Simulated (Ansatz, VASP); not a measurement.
**One calculation of La, two programs**

Contents of INCAR:

```
ALGO = Normal
EDIFF = 1E-7
EDIFFG = -0.005
ENCUT = 500
GGA = PS
GGA_COMPAT = False
IBRION = 2
ISIF = 3
ISMEAR = 1
LASPH = True
LCHARG = False
LMAXMIX = 6
LREAL = False
LWAVE = False
NELM = 200
NELMIN = 4
NSW = 60
PREC = Accurate
SIGMA = 0.1
```

File KPOINTS:

```
k-points
0
Gamma
  17 17 9
```

POSCAR

```
La
1.0
    3.7500000000      0.0000000000      0.0000000000
   -1.8750000000      3.2475952640      0.0000000000
    0.0000000000      0.0000000000      6.0712500000
La
2
Direct
    0.0000000000      0.0000000000      0.0000000000
    0.3333333333      0.6666666667      0.5000000000
```

Input for Ansatz:

```yaml
crystal:
  lattice:
    - [3.75, 0.0, 0.0]
    - [-1.875, 3.247595264, 0.0]
    - [0.0, 0.0, 6.07125]
  atoms:
    - { symbol: La, position: [0.0, 0.0, 0.0] }
    - { symbol: La, position: [0.3333333333, 0.6666666667, 0.5] }
kpoints:
  mp_grid: { grid: [17, 17, 9] }
scf:
  occupations: { method: cold, width: 0.1 }
hamiltonian:
  xc: pbesol
  pseudopotentials: { kind: paw, azcp: { folder: soft_1 } }
output:
  forces: true
  stress: true
  populations: false
relax:
  f_tol: 0.005
  max_steps: 40
  cell: {}
```

Alike in both runs: task relaxation of cell and atoms; functional PBEsol; k mesh 17 × 17 × 9; no spin polarisation.

|  | VASP | Ansatz |
| --- | --- | --- |
| version | VASP 6.6.1 | Ansatz 0.2.0 |
| potentials or method | VASP PAW PBE potentials, release 64 (La) | plane-wave PAW, scalar-relativistic |
| plane-wave cutoff (eV) | 500 | 420 |
| occupations | methfessel-paxton of order 1, width 0.1 eV | cold, width 0.1 eV |
| valence electrons in the cell | 22 | 22 |

|  | VASP | Ansatz | Ansatz less VASP |
| --- | --- | --- | --- |
| relaxed volume (Å³/atom) | 34.56 | 34.53 | -0.033 |
| relaxed cell length with the largest relative difference (Å) | 5.989 | 5.980 | -0.0089 |

VASP's potentials were made for PBE, not for PBEsol, and Ansatz warns of the same on its side.

Spin-orbit coupling is off throughout.
